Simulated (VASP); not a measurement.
# HgTe (Fm-3m) in VASP: a series of runs

The runs below take HgTe through relaxation of cell and atoms, single point, with RPBE+D4, revPBE+D3(BJ), revPBE+D4, BLYP+D3(BJ).

Everything below comes from runs of VASP 6.6.1. Logs are shortened: lines on timing, memory, paths and dates and some standing lists are left out, and cuts for length are marked.

## Step 1: The cell of the first run

The structure is cubic, space group Fm-3m (No. 225). The conventional cell has a = 6.360 Å, b = 6.360 Å, c = 6.360 Å, α = 90.00°, β = 90.00°, γ = 90.00°. Within 4.2 Å of Hg (site symmetry m-3m) lie 6 Te at 3.18 Å. Te (site symmetry m-3m) has 6 Hg at 3.18 Å within 4.2 Å.

## Step 2: Relaxation of cell and atoms, RPBE+D4

Input file INCAR:

```
SYSTEM = HgTe
PREC = Accurate ; ENCUT = 600
EDIFF = 1E-6 ; ISMEAR = -1
SIGMA = 0.05 ; LREAL = .FALSE.
LASPH = .TRUE. ; NELM = 60
ALGO = Normal ; ISIF = 3
LWAVE = .FALSE. ; LCHARG = .FALSE.
GGA = RP ; IVDW = 13
IBRION = 2 ; NSW = 60
EDIFFG = -0.01
```

Input file KPOINTS:

```
regular mesh
0
G
  7 7 7
  0 0 0
```

Input file POSCAR:

```
HgTe
1.0
    0.0000000000      3.1800000000      3.1800000000
    3.1800000000      0.0000000000      3.1800000000
    3.1800000000      3.1800000000      0.0000000000
Hg Te
1 1
Direct
    0.0000000000      0.0000000000      0.0000000000
    0.5000000000      0.5000000000      0.5000000000
```

Potentials or basis: VASP PAW PBE potentials, release 64 (Hg, Te).

On the command line:

```sh
$ cat potpaw_PBE.64/Hg/POTCAR potpaw_PBE.64/Te/POTCAR > POTCAR
$ mpirun -np 1 vasp_std > vasp.out
```

OUTCAR:

```text
SYSTEM = HgTe
   PREC = Accurate
   ENCUT = 600
   EDIFF = 1E-6
   ISMEAR = -1
   LREAL = .FALSE.
   LASPH = .TRUE.
   NELM = 60
   ISIF = 3
   GGA = RP
   IVDW = 13
   IBRION = 2
   NSW = 60
   EDIFFG = -0.01

 ion  position               nearest neighbor table
   1  0.000  0.000  0.000-   2 3.18   2 3.18   2 3.18   2 3.18   2 3.18   2 3.18
   2  0.500  0.500  0.500-   1 3.18   1 3.18   1 3.18   1 3.18   1 3.18   1 3.18

  LATTYP: Found a face centered cubic cell.
 ALAT       =     6.3600000000

  Lattice vectors:

 A1 = (   0.0000000000,   3.1800000000,   3.1800000000)
 A2 = (   3.1800000000,   0.0000000000,   3.1800000000)
 A3 = (   3.1800000000,   3.1800000000,   0.0000000000)

Analysis of symmetry for initial positions (statically):
=====================================================================
 Subroutine PRICEL returns:
 Original cell was already a primitive cell.

 Routine SETGRP: Setting up the symmetry group for a
 face centered cubic supercell.

 Subroutine GETGRP returns: Found 48 space group operations
 (whereof 48 operations were pure point group operations)
 out of a pool of 48 trial point group operations.

The static configuration has the point symmetry O_h .

Analysis of symmetry for dynamics (positions and initial velocities):
=====================================================================
 Subroutine PRICEL returns:
 Original cell was already a primitive cell.

 Routine SETGRP: Setting up the symmetry group for a
 face centered cubic supercell.

 Subroutine GETGRP returns: Found 48 space group operations
 (whereof 48 operations were pure point group operations)
 out of a pool of 48 trial point group operations.

The dynamic configuration has the point symmetry O_h .

 Subroutine INISYM returns: Found 48 space group operations
 (whereof 48 operations are pure point group operations),
 and found     1 'primitive' translations

----------------------------------------------------------------------------------------

                                     Primitive cell

  volume of cell :      64.3149

  direct lattice vectors                    reciprocal lattice vectors
     0.000000000  3.180000000  3.180000000    -0.157232704  0.157232704  0.157232704
     3.180000000  0.000000000  3.180000000     0.157232704 -0.157232704  0.157232704
     3.180000000  3.180000000  0.000000000     0.157232704  0.157232704 -0.157232704

  length of vectors
     4.497199128  4.497199128  4.497199128     0.272335033  0.272335033  0.272335033

  position of ions in fractional coordinates (direct lattice)
     0.000000000  0.000000000  0.000000000
     0.500000000  0.500000000  0.500000000

  ion indices of the primitive-cell ions
   primitive index   ion index
                 1           1
                 2           2

----------------------------------------------------------------------------------------

 KPOINTS: regular mesh

Automatic generation of k-mesh.
 Grid dimensions read from file:
 generate k-points for:    7    7    7

 Generating k-lattice:

  Cartesian coordinates                     Fractional coordinates (reciprocal lattice)
    -0.022461815  0.022461815  0.022461815     0.142857143  0.000000000  0.000000000
     0.022461815 -0.022461815  0.022461815     0.000000000  0.142857143  0.000000000
     0.022461815  0.022461815 -0.022461815     0.000000000  0.000000000  0.142857143

  Length of vectors
     0.038905005  0.038905005  0.038905005

  Shift w.r.t. Gamma in fractional coordinates (k-lattice)
     0.000000000  0.000000000  0.000000000

 Subroutine IBZKPT returns following result:
 ===========================================

 Found     20 irreducible k-points:

 Following reciprocal coordinates:
            Coordinates               Weight
  0.000000  0.000000  0.000000      1.000000
  0.142857  0.000000  0.000000      8.000000
  0.285714  0.000000  0.000000      8.000000
  0.428571  0.000000  0.000000      8.000000
  0.142857  0.142857  0.000000      6.000000
  0.285714  0.142857  0.000000     24.000000
[... 12 lines left out ...]
 -0.428571  0.428571  0.142857     24.000000
 -0.285714  0.428571  0.142857     24.000000
   k-points           NKPTS =     20   k-points in BZ     NKDIM =     20   number of bands    NBANDS=     13
   number of dos      NEDOS =    301   number of ions     NIONS =      2
   total plane-waves  NPLWV =  46656
   dimension x,y,z NGX =    36 NGY =   36 NGZ =   36
   dimension x,y,z NGXF=    72 NGYF=   72 NGZF=   72
   ions per type =               1   1
   NGX,Y,Z   is equivalent  to a cutoff of  13.31, 13.31, 13.31 a.u.
   NGXF,Y,Z  is equivalent  to a cutoff of  26.62, 26.62, 26.62 a.u.
 SYSTEM =  HgTe
   PREC   = accura    normal or accurate (medium, high low for compatibility)
   ISTART =      0    job   : 0-new  1-cont  2-samecut
   ICHARG =      2    charge: 1-file 2-atom 10-const
   ISPIN  =      1    spin polarized calculation?
   LNONCOLLINEAR =      F non collinear calculations
   LSORBIT =      F    spin-orbit coupling
   LASPH  =      T    aspherical Exc in radial PAW
   ENCUT  =  600.0 eV  44.10 Ry    6.64 a.u.   8.98  8.98  8.98*2*pi/ulx,y,z
   NELM   =     60;   NELMIN=  2; NELMDL= -5     # of ELM steps
   EDIFF  = 0.1E-05   stopping-criterion for ELM
   LREAL  =      F    real-space projection
   EDIFFG = -.1E-01   stopping-criterion for IOM
   NSW    =     60    number of steps for IOM
   IBRION =      2    ionic relax: 0-MD 1-quasi-New 2-CG
   NFREE  =      1    steps in history (QN), initial steepest desc. (CG)
   ISIF   =      3    stress and relaxation
   ISYM   =      2    0-nonsym 1-usesym 2-fastsym
   POTIM  = 0.5000    time-step for ionic-motion
   TEBEG  =    0.0;   TEEND  =   0.0 temperature during run
   PSTRESS=    0.0 pullay stress
   NELECT =      18.0000    total number of electrons
   NUPDOWN=      -1.0000    fix difference up-down
   EMIN   =  10.00;   EMAX   =-10.00  energy-range for DOS
   EFERMI =   0.00;   METHOD = LEGACY
   ISMEAR =    -1;   SIGMA  =   0.05  broadening in eV -4-tet -1-fermi 0-gaus
   EFERMI_NEDOS =   21; number of points for ismear=-14 and -15
   IALGO  =     38    algorithm
   IMIX   =      4    mixing-type and parameters
     AMIX     =   0.40;   BMIX     =  1.00
     AMIX_MAG =   1.60;   BMIX_MAG =  1.00
  volume/ion in A,a.u.               =      32.16       217.01
  Fermi-wavevector in a.u.,A,eV,Ry     =   1.070850  2.023613 15.602062  1.146719
  Thomas-Fermi vector in A             =   2.206572
   LORBIT       =      0    0 simple, 1 ext, 2 COOP (PROOUT), +10 PAW based schemes
   GGA     = RP    functional components
   LHFCALC =     F    Hartree Fock is set to
   AEXX    =    0.0000 exact exchange contribution
   IVDW    =    13    specifies the selected vdW correction
   LEPSILON=     F    determine dielectric tensor
   LRPA    =     F    only Hartree local field effects (RPA)
 conjugate gradient relaxation of ions
 non-spin polarized calculation
  energy-cutoff  :      600.00
  volume of cell :       64.31
 maximum number of plane-waves:      2168
   NGX = 17   NGY = 17   NGZ = 17

--------------------------------------- Ionic step        1  -------------------------------------------

 number of electron      17.9999998 magnetization

 Free energy of the ion-electron system (eV)
  ---------------------------------------------------
  ext. energy  EPLUGINS =         0.00000000
  ---------------------------------------------------
  free energy    TOTEN  =        -2.53713800 eV

  energy without entropy =       -2.52864317  energy(sigma->0) =       -2.53289059

------------------------ aborting loop because EDIFF is reached ----------------------------------------

  DFT-D4 for vdW energy calculation

  Edisp (eV):   -1.52114

  FORCE on cell =-STRESS in cart. coord.  units (eV):
  Direction    XX          YY          ZZ          XY          YZ          ZX
  --------------------------------------------------------------------------------------
  -------------------------------------------------------------------------------------
  Total      -2.47069    -2.47069    -2.47069     0.00000     0.00000     0.00000
  in kB     -61.54850   -61.54850   -61.54850     0.00000     0.00000     0.00000
  external pressure =      -61.55 kB  Pullay stress =        0.00 kB
[... 21 lines left out ...]
  energy  without entropy=       -4.0497787870  energy(sigma->0) =       -4.05402620

--------------------------------------- Ionic step        2  -------------------------------------------

 number of electron      18.0000002 magnetization

 E-fermi :   5.2481     XC(G=0): -10.0510

 val. band max:        5.2214624416   @ k =  -0.1429   0.1429   0.0000
 cond. band min:       5.3085763223   @ k =   0.2857   0.2857   0.0000
 fundamental gap:      0.0871138807
 Fermi energy:         5.2481235431

 k-point     1 :       0.0000    0.0000    0.0000
  band No.  band energies     occupation
      1      -7.2578      2.00000
      2      -1.7741      2.00000
      3      -1.7741      2.00000
      4      -1.7141      2.00000
      5      -1.7141      2.00000
      6      -1.7141      2.00000
      7       4.3880      2.00000
      8       4.3880      2.00000
      9       4.3880      2.00000
     10       4.5462      2.00000
     11      12.8546      0.00000
     12      12.8546      0.00000
     13      12.8546      0.00000
[... 339 lines left out ...]
  energy  without entropy=       -4.2817801975  energy(sigma->0) =       -4.28442624

--------------------------------------- Ionic step        3  -------------------------------------------

 number of electron      18.0000003 magnetization

 Free energy of the ion-electron system (eV)
  ---------------------------------------------------
  ext. energy  EPLUGINS =         0.00000000
  ---------------------------------------------------
  free energy    TOTEN  =        -2.46337237 eV

  energy without entropy =       -2.45799647  energy(sigma->0) =       -2.46068442

 E-fermi :   5.0677     XC(G=0):  -9.9744

 val. band max:        5.0382488589   @ k =  -0.1429   0.1429   0.0000
 cond. band min:       5.1441187513   @ k =   0.2857   0.2857   0.0000
 fundamental gap:      0.1058698923
 Fermi energy:         5.0677256400

 k-point     1 :       0.0000    0.0000    0.0000
  band No.  band energies     occupation
      1      -7.3216      2.00000
      2      -1.8908      2.00000
      3      -1.8908      2.00000
      4      -1.8315      2.00000
      5      -1.8315      2.00000
      6      -1.8315      2.00000
      7       4.2323      2.00000
      8       4.2323      2.00000
      9       4.2323      2.00000
     10       4.2982      2.00000
     11      12.6678      0.00000
     12      12.6678      0.00000
     13      12.6678      0.00000
[... 335 lines left out ...]
  FREE ENERGIE OF THE ION-ELECTRON SYSTEM (eV)
  ---------------------------------------------------
  free  energy   TOTEN  =        -4.2894516200 eV

  energy  without entropy=       -4.2840757245  energy(sigma->0) =       -4.28676367

 reached required accuracy - stopping structural energy minimisation
```

Run time: 36 s. Hardware: 1 thread of AMD EPYC 9R45 (Zen 5), shared host; peak memory 0.19 GiB.

Results:

| Quantity | Value |
| --- | --- |
| Free energy | -4.2895 eV |
| Relaxed volume | 27.15 Å³/atom |
| Relaxed cell | a = 4.251 Å, b = 4.251 Å, c = 4.251 Å, α = 60.00°, β = 60.00°, γ = 60.00° |
| Space group after relaxing (to 0.05 Å) | Fm-3m (No. 225) |
| Energy gained by relaxing | 115.6 meV/atom |
| Ionic steps | 3 |
| Pressure after relaxing | 0.0 GPa |
| Band gap on the k mesh | zero (band 9 reaches 5.30 eV, above the bottom of band 10 at 2.65 eV) |
| Dispersion energy per atom | -0.913 eV |

Step by step:
```csv
step,energy change (eV),largest force (eV/Å),pressure (GPa),volume (Å³)
1,0.0000,0.0000,-6.15,64.31
2,-0.2288,0.0000,0.93,53.49
3,-0.2312,0.0000,0.02,54.31
```

Final structure:
```cif
data_structure
_symmetry_space_group_name_H-M 'P 1'
_symmetry_Int_Tables_number 1
_cell_length_a 4.2506
_cell_length_b 4.2506
_cell_length_c 4.2506
_cell_angle_alpha 60.000
_cell_angle_beta 60.000
_cell_angle_gamma 60.000
_cell_volume 54.31
loop_
_atom_site_label
_atom_site_type_symbol
_atom_site_fract_x
_atom_site_fract_y
_atom_site_fract_z
_atom_site_occupancy
Hg1 Hg 0.00000 0.00000 0.00000 1
Te1 Te 0.50000 0.50000 0.50000 1
```

Levels at points of the mesh, in eV from the Fermi level:
| k point | band 6 | band 7 | band 8 | band 9 | band 10 | band 11 | band 12 | band 13 |
| --- | --- | --- | --- | --- | --- | --- | --- | --- |
| (0.00, 0.00, 0.00) | -6.90 | -0.84 | -0.84 | -0.84 | -0.77 | 7.60 | 7.60 | 7.60 |

Caveat: the volume moved by over 15 % at a fixed basis, so the end points are rough; the PAW data sets were made with another functional, which shifts forces and pressure a little; spin-orbit coupling is left out, which moves the levels of the heavy elements; the volume moved by -16 % from the deposited cell, more than functionals usually miss; pairwise dispersion overbinds metals, which lowers pressure and volume.

## Step 3: Relaxation of cell and atoms, revPBE+D3(BJ)

Input file INCAR:

```
SYSTEM = HgTe
  ALGO = Normal
  EDIFF = 1E-6
  EDIFFG = -0.01
  ENCUT = 600
  GGA = RE
  IBRION = 2
  ISIF = 3
  ISMEAR = -1
  IVDW = 12
  LASPH = .TRUE.
  LCHARG = .FALSE.
  LREAL = .FALSE.
  LWAVE = .FALSE.
  NELM = 80
  NSW = 60
  PREC = Accurate
  SIGMA = 0.05
```

Input file KPOINTS:

```
k-points
0
G
  7 7 7
  0 0 0
```

POSCAR is that of step 2.

Potentials or basis: VASP PAW PBE potentials, release 64 (Hg, Te).

On the command line:

```sh
$ cat potpaw_PBE.64/Hg/POTCAR potpaw_PBE.64/Te/POTCAR > POTCAR
$ mpirun -np 1 vasp_std > vasp.out
```

Wall time 36 s (1 thread of AMD EPYC 9R45 (Zen 5), shared host); peak memory 0.2 GiB.

The run converged. Its results:

```yaml
Free_energy: -4.3383 eV
Relaxed_volume: 27.06 Å³/atom
Relaxed_cell: a = 4.246 Å, b = 4.246 Å, c = 4.246 Å, α = 60.00°, β = 60.00°, γ = 60.00°
Space_group_after_relaxing_to_0.05_Å: Fm-3m (No. 225)
Energy_gained_by_relaxing: 121.0 meV/atom
Ionic_steps: 3
Pressure_after_relaxing: 0.0 GPa
Band_gap_on_the_k_mesh: zero (band 9 reaches 5.32 eV, above the bottom of band 10 at 2.65 eV)
Dispersion_energy_per_atom: -0.882 eV
```

The path:
```
step  energy change (eV)  largest force (eV/Å)  pressure (GPa)  volume (Å³)
   1              0.0000                0.0000           -6.31        64.31
   2             -0.2393                0.0000            1.02        53.23
   3             -0.2420                0.0000            0.02        54.11
```

Final structure:
```yaml
crystal:
  lattice:
    - [0.00000, 3.00206, 3.00206]
    - [3.00206, 0.00000, 3.00206]
    - [3.00206, 3.00206, 0.00000]
  atoms:
    - { symbol: Hg, position: [0.00000, 0.00000, 0.00000] }
    - { symbol: Te, position: [0.50000, 0.50000, 0.50000] }
```

Levels at points of the mesh, in eV from the Fermi level:
```tsv
k point	band 6	band 7	band 8	band 9	band 10	band 11	band 12	band 13
(0.00, 0.00, 0.00)	-6.91	-0.84	-0.84	-0.84	-0.77	7.60	7.60	7.60
```

Caveat: the volume moved by over 15 % at a fixed basis, so the end points are rough; the PAW data sets were made with another functional, which shifts forces and pressure a little; spin-orbit coupling is left out, which moves the levels of the heavy elements; the volume moved by -16 % from the deposited cell, more than functionals usually miss; pairwise dispersion overbinds metals, which lowers pressure and volume.

(Continued in part 2 of 2.)
